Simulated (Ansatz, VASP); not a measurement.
**One calculation of Co, two programs**

INCAR

```
SYSTEM = Co
PREC     = Accurate       ! precision mode
ENCUT    = 600            ! plane-wave cutoff, eV
EDIFF    = 1E-6           ! SCF threshold, eV
ISMEAR   = 0              ! smearing method
SIGMA    = 0.1            ! smearing width, eV
LREAL    = .FALSE.        ! projectors in reciprocal space
LASPH    = .TRUE.         ! aspherical terms in the spheres
NELM     = 60             ! most SCF steps
ALGO     = Normal         ! electronic algorithm
ISIF     = 3              ! what is computed and relaxed
LWAVE    = .FALSE.        ! write WAVECAR
LCHARG   = .FALSE.        ! write CHGCAR
GGA      = PS             ! functional
IBRION   = 2              ! ionic algorithm
NSW      = 90             ! ionic steps
EDIFFG   = -0.04          ! ionic threshold
```

The input KPOINTS:

```
regular mesh
0
G
  6 6 6
  0 0 0
```

File POSCAR:

```
Co
1.0
    3.2321793139      0.0000000000      0.0000000000
   -1.6160896570      2.7991493955      0.0000000000
    0.0000000000      0.0000000000      3.6670156285
Co
3
Direct
    0.2254000000      0.0000000000      0.3333333333
    0.0000000000      0.2254000000      0.6666666667
    0.7746000000      0.7746000000      0.0000000000
```

Input for Ansatz:

```yaml
crystal:
  lattice:
    - [3.2321793139, 0.0, 0.0]
    - [-1.616089657, 2.7991493955, 0.0]
    - [0.0, 0.0, 3.6670156285]
  atoms:
    - { symbol: Co, position: [0.2254, 0.0, 0.3333333333] }
    - { symbol: Co, position: [0.0, 0.2254, 0.6666666667] }
    - { symbol: Co, position: [0.7746, 0.7746, 0.0] }
basis:
  ecutwfc: 420
kpoints:
  mp_grid: { grid: [6, 6, 6] }
hamiltonian:
  xc: pbesol
scf:
  occupations: { method: gaussian, width: 0.1 }
  lower_state_search: "off"
output:
  forces: true
  stress: true
  eigenvalues: true
relax:
  adjacent_minimum: "off"
  f_tol: 0.04
  max_steps: 70
  cell: { stress_tol: 0.4 }
```

Alike in both runs: task relaxation of cell and atoms; functional PBEsol; k mesh 6 × 6 × 6; occupations gaussian, width 0.1 eV; no spin polarisation.

```csv
,VASP,Ansatz
version,VASP 6.6.1,Ansatz 0.2.0
potentials or method,"VASP PAW PBE potentials, release 64 (Co), cutoff 600 eV","scalar-relativistic, plane waves, PAW"
valence electrons in the cell,27,51
```

Ansatz gave:

* gap on the k mesh at the Fermi level, each at its own relaxed structure (eV): none
* relaxed volume (Å³/atom): 10.11
* relaxed cell length with the largest relative difference (Å): 2.367

**Question.** Estimate VASP's values.

**Answer.** gap on the k mesh at the Fermi level, each at its own relaxed structure (eV): none; relaxed volume (Å³/atom): 11.28; relaxed cell length with the largest relative difference (Å): 3.119.

VASP's potentials were made for PBE, not for PBEsol. A gap of «none» marks a metal or a gap that the smearing closes. One of these differences is far larger than is usual between the two programs; its cause wasn't traced. VASP's potentials hold 27 valence electrons a cell and Ansatz's 51, so a difference there can come from the potentials and not from the codes.

The k mesh is coarse, so the values compare programs but aren't converged.
